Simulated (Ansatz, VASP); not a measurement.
This is a calculation of BN for VASP 6.6.1.

Contents of POSCAR:

```
BN
1.0
    0.0000000000      1.8130010000      1.8130010000
    1.8130010000      0.0000000000      1.8130010000
    1.8130010000      1.8130010000      0.0000000000
N B
1 1
Direct
    0.2500000000      0.2500000000      0.2500000000
    0.0000000000      0.0000000000      0.0000000000
```

INCAR.step1

```
SYSTEM = BN
PREC = Accurate
ENCUT = 520
EDIFF = 1E-5
ISMEAR = -1
SIGMA = 0.05
LREAL = .FALSE.
LASPH = .TRUE.
NELM = 60
ALGO = Normal
ISIF = 2
LWAVE = .TRUE.
GGA = PE
NBANDS = 11
```

The input INCAR.step2:

```
SYSTEM = BN
PREC = Accurate
ENCUT = 520
EDIFF = 1E-6
ISMEAR = -1
SIGMA = 0.05
LREAL = .FALSE.
LASPH = .TRUE.
NELM = 60
ALGO = Normal
ISIF = 2
LWAVE = .FALSE.
LCHARG = .TRUE.
GGA = PE
LHFCALC = .TRUE.
AEXX = 0.35
PRECFOCK = Normal
LELF = .TRUE.
LVHAR = .TRUE.
ISTART = 1
NBANDS = 11
```

Contents of KPOINTS:

```
Automatic mesh
0
G
  7 7 7
  0 0 0
```

Potentials or basis: VASP PAW PBE potentials, release 64 (N, B).

Run with:

```sh
$ cat potpaw_PBE.64/N/POTCAR potpaw_PBE.64/B/POTCAR > POTCAR
$ cp INCAR.step1 INCAR
$ mpirun -np 1 vasp_std > vasp.out
$ cp INCAR.step2 INCAR
$ mpirun -np 1 vasp_std > vasp.out
```

Question: Set up the same calculation for Ansatz 0.2.0. Potentials there: Ansatz PAW.

Answer: As run (the cutoff follows the program's own potentials):

File input.yaml:

```yaml
crystal:
  lattice:
    - [0.0, 1.813001, 1.813001]
    - [1.813001, 0.0, 1.813001]
    - [1.813001, 1.813001, 0.0]
  atoms:
    - { symbol: "N", position: [0.25, 0.25, 0.25] }
    - { symbol: B, position: [0.0, 0.0, 0.0] }
hamiltonian:
  xc: { exchange: pbe, correlation: pbe, exx: { coeff: 0.35 } }
  pseudopotentials: { kind: paw }
kpoints:
  mp_grid: { grid: [7, 7, 7] }
scf:
  occupations: { method: fermi_dirac, width: 0.05 }
output:
  forces: true
  stress: true
  eigenvalues: true
```

Potentials or basis: Ansatz PAW.

Launch:

```console
$ ansatz run input.yaml --threads 1 --pin off --max-ram 3584MiB --backend cpu --events-out ev --progress --plain --runs-dir out
```

Both were run:

|  | VASP | Ansatz | Ansatz less VASP |
| --- | --- | --- | --- |
| gap on the k mesh at the Fermi level (eV) | 7.67 | 7.67 | -0.006 |
| least direct gap on the mesh (eV) | 12.30 | 12.31 | 0.000 |
| pressure (GPa) | -12.5 | -12.9 | -0.44 |

VASP's potentials were made for PBE, not for PBE-based global hybrid.

The k mesh is coarse, so the values compare programs but aren't converged. Noted on Ansatz's run: odd divisions of the mesh miss points on the zone boundary, where band edges often lie, so the gap on the mesh can be too wide.
